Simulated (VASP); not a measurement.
# TiB2 (P6/mmm) in VASP: settings compared, part 2 of 2

VASP 6.6.1. The steps go on from the part before.

**5. Single point, PBE**

The input, INCAR:

```
SYSTEM = TiB2
PREC = Accurate ; ENCUT = 500
EDIFF = 1E-6 ; ISMEAR = 0
SIGMA = 0.2 ; LREAL = .False.
LASPH = .True. ; NELM = 120
ALGO = Normal ; ISIF = 2
LWAVE = .False. ; LCHARG = .False.
GGA = PE ; NBANDS = 16
GGA_COMPAT = .False.
```

The input, KPOINTS:

```
Automatic mesh
0
Gamma
  6 6 7
  0 0 0
```

The input, POSCAR:

```
TiB2
1.0
    3.0365644840      0.0000000000      0.0000000000
   -1.5182822420      2.6297419834      0.0000000000
    0.0000000000      0.0000000000      3.2143996739
Ti B
1 2
Direct
    0.0000000000      0.0000000000      0.5000000000
    0.3333333333      0.6666666667      0.0000000000
    0.6666666667      0.3333333333      0.0000000000
```

Potentials or basis: VASP PAW PBE potentials, release 64 (Ti_sv, B).

On the command line:

```bash
> cat potpaw_PBE.64/Ti_sv/POTCAR potpaw_PBE.64/B/POTCAR > POTCAR
> mpirun -np 1 vasp_std > vasp.out
```

OUTCAR:

```text
SYSTEM = TiB2
   PREC = Accurate
   ENCUT = 500
   EDIFF = 1E-6
   ISMEAR = 0
   LREAL = .False.
   LASPH = .True.
   NELM = 120
   ISIF = 2
   GGA = PE

 ion  position               nearest neighbor table
   1  0.000  0.000  0.500-   2 2.38   3 2.38   2 2.38   3 2.38   3 2.38   3 2.38   2 2.38   2 2.38
                             3 2.38   3 2.38   2 2.38   2 2.38
   2  0.333  0.667  0.000-   3 1.75   3 1.75   3 1.75   1 2.38   1 2.38   1 2.38   1 2.38   1 2.38
                             1 2.38
   3  0.667  0.333  0.000-   2 1.75   2 1.75   2 1.75   1 2.38   1 2.38   1 2.38   1 2.38   1 2.38
                             1 2.38

  LATTYP: Found a hexagonal cell.
 ALAT       =     3.0365644840
 C/A-ratio  =     1.0585646018

  Lattice vectors:

 A1 = (   3.0365644840,   0.0000000000,   0.0000000000)
 A2 = (  -1.5182822420,   2.6297419834,   0.0000000000)
 A3 = (   0.0000000000,   0.0000000000,   3.2143996739)

Analysis of symmetry for initial positions (statically):
=====================================================================
 Subroutine PRICEL returns:
 Original cell was already a primitive cell.

 Routine SETGRP: Setting up the symmetry group for a
 hexagonal supercell.

 Subroutine GETGRP returns: Found 24 space group operations
 (whereof 24 operations were pure point group operations)
[... 165 lines left out ...]
  energy without entropy =      -24.39478274  energy(sigma->0) =      -24.40095184

 E-fermi :   9.7963     XC(G=0): -12.7683

 val. band max:        9.6163565278   @ k =   0.1667   0.1667   0.1429
 cond. band min:       9.8417968041   @ k =   0.0000   0.0000   0.4286
 fundamental gap:      0.2254402763
 Fermi energy:         9.7962573549

 k-point     1 :       0.0000    0.0000    0.0000
  band No.  band energies     occupation
      1     -46.9539      2.00000
      2     -23.3073      2.00000
      3     -22.9934      2.00000
      4     -22.9934      2.00000
      5      -3.5027      2.00000
      6       7.3509      2.00000
[... 433 lines left out ...]
      3     -23.2649      2.00000
      4     -23.0420      2.00000
      5      -0.5835      2.00000
      6       3.8450      2.00000
[... 8 lines left out ...]
     15      17.3203      0.00000
     16      22.3807      0.00000

 [... further k-points ...]
[... 5 lines left out ...]
  --------------------------------------------------------------------------------------
  -------------------------------------------------------------------------------------
  Total        0.0330512      0.0330512      0.0548401      0.0000000     -0.0000000      0.0000000
  in kB        2.0630148      2.0630148      3.4230524      0.0000000     -0.0000000      0.0000000
  external PRESSURE =       2.5163606 kB  Pullay stress =       0.0000000 kB

 VOLUME and BASIS-vectors are now :
 -----------------------------------------------------------------------------
  energy-cutoff  :      500.00
  volume of cell :       25.67
      direct lattice vectors                 reciprocal lattice vectors
     3.036564484  0.000000000  0.000000000     0.329319534  0.190132721  0.000000000
    -1.518282242  2.629741983  0.000000000     0.000000000  0.380265443  0.000000000
     0.000000000  0.000000000  3.214399674     0.000000000  0.000000000  0.311100081

 POSITION                                       TOTAL-FORCE (eV/Angst)
 -----------------------------------------------------------------------------------
      0.00000      0.00000      1.60720         0.000000      0.000000      0.000000
     -0.00000      1.75316      0.00000        -0.000000     -0.000000      0.000000
      1.51828      0.87658      0.00000         0.000000     -0.000000      0.000000
 -----------------------------------------------------------------------------------
    total drift:                               -0.000000      0.000000      0.000000

  FREE ENERGIE OF THE ION-ELECTRON SYSTEM (eV)
  ---------------------------------------------------
  free  energy   TOTEN  =       -24.4071209512 eV

  energy  without entropy=      -24.3947827377  energy(sigma->0) =      -24.40095184
```

OSZICAR:

```text
N       E                     dE             d eps       ncg     rms          rms(c)
DAV:   1     0.124801472479E+03    0.12480E+03   -0.91376E+03   896   0.129E+03
DAV:   2    -0.193727774329E+02   -0.14417E+03   -0.13986E+03  1008   0.342E+02
DAV:   3    -0.291585360212E+02   -0.97858E+01   -0.97111E+01  1512   0.779E+01
DAV:   4    -0.295181907372E+02   -0.35965E+00   -0.35946E+00  1072   0.112E+01
DAV:   5    -0.295247426161E+02   -0.65519E-02   -0.65517E-02  1200   0.131E+00    0.167E+01
DAV:   6    -0.244236278555E+02    0.51011E+01   -0.20785E+01  1240   0.483E+01    0.383E+00
DAV:   7    -0.244069225775E+02    0.16705E-01   -0.10488E+00   944   0.117E+01    0.335E+00
DAV:   8    -0.244092240349E+02   -0.23015E-02   -0.80760E-02  1400   0.241E+00    0.771E-01
DAV:   9    -0.244075747785E+02    0.16493E-02   -0.34561E-02  1080   0.237E+00    0.264E-01
DAV:  10    -0.244071077655E+02    0.46701E-03   -0.23510E-03  1168   0.586E-01    0.635E-02
DAV:  11    -0.244071366292E+02   -0.28864E-04   -0.53303E-04  1152   0.263E-01    0.566E-02
DAV:  12    -0.244071213520E+02    0.15277E-04   -0.89198E-05  1008   0.122E-01    0.112E-02
DAV:  13    -0.244071209512E+02    0.40075E-06   -0.38861E-06  1072   0.166E-02
   1 F= -.24407121E+02 E0= -.24400952E+02  d E =-.123382E-01
```

stdout:

```text
POSCAR found type information on POSCAR TiB
 POSCAR found :  2 types and       3 ions
 scaLAPACK will be used
 LDA part: xc-table for (Slater+PW92), standard interpolation
 POSCAR, INCAR and KPOINTS ok, starting setup
 FFT: planning ... GRIDC
 FFT: planning ... GRID_SOFT
 FFT: planning ... GRID
 WAVECAR not read
 entering main loop
```

Wall time 4.6 s (1 thread of Intel Xeon 6975P-C (Granite Rapids), shared host); peak memory 0.14 GiB.

What came out:

```
Free energy            : -24.4071 eV
Pressure               : 0.3 GPa
Band gap on the k mesh : zero (band 9 reaches 10.37 eV, above the bottom of band 10 at 9.84 eV)
```

Levels at points of the mesh, in eV from the Fermi level:
```
           k point  band 6  band 7  band 8  band 9  band 10  band 11  band 12  band 13
(0.00, 0.00, 0.00)   -2.45   -2.45   -2.05   -1.90     2.09     2.09     3.89     3.89
(0.50, 0.00, 0.00)   -9.05   -3.09   -2.97   -2.07     1.54     2.92     3.39     3.60
```

Caveat: the k points lie up to 0.40 Å⁻¹ apart.

**6. Summary**

```csv
task,level,cell,k mesh,cutoff (eV),smearing,gap on the mesh (eV),pressure (GPa),relaxed volume (Å³/atom)
single point,r2SCAN,"a = 3.032, b = 3.032, c = 3.224 Å, angles 90.0, 90.0, 120.0°, 3 atoms",12 × 12 × 12,520,gaussian 0.1 eV,none,-0.6,-
relaxation of cell and atoms,PBE,"relaxed from a = 3.032, b = 3.032, c = 3.224 Å, angles 90.0, 90.0, 120.0°, 3 atoms",12 × 12 × 12,600,gaussian 0.1 eV,none,0.0,8.56
relaxation of cell and atoms,PBE,"relaxed from a = 3.035, b = 3.035, c = 3.223 Å, angles 90.0, 90.0, 120.0°, 3 atoms",12 × 12 × 12,600,gaussian 0.1 eV,none,0.0,8.56
single point,PBE,"a = 3.037, b = 3.037, c = 3.214 Å, angles 90.0, 90.0, 120.0°, 3 atoms",6 × 6 × 7,500,gaussian 0.2 eV,none,0.3,-
```

Alike in all rows: potentials or basis VASP PAW PBE potentials, release 64 (Ti_sv, B); no spin polarisation.

Caveats: some runs use coarse meshes; the PAW data sets were made with another functional, which shifts forces and pressure a little (some runs).

Total energies depend on the potentials used, so only differences within one code and one set of settings carry meaning.
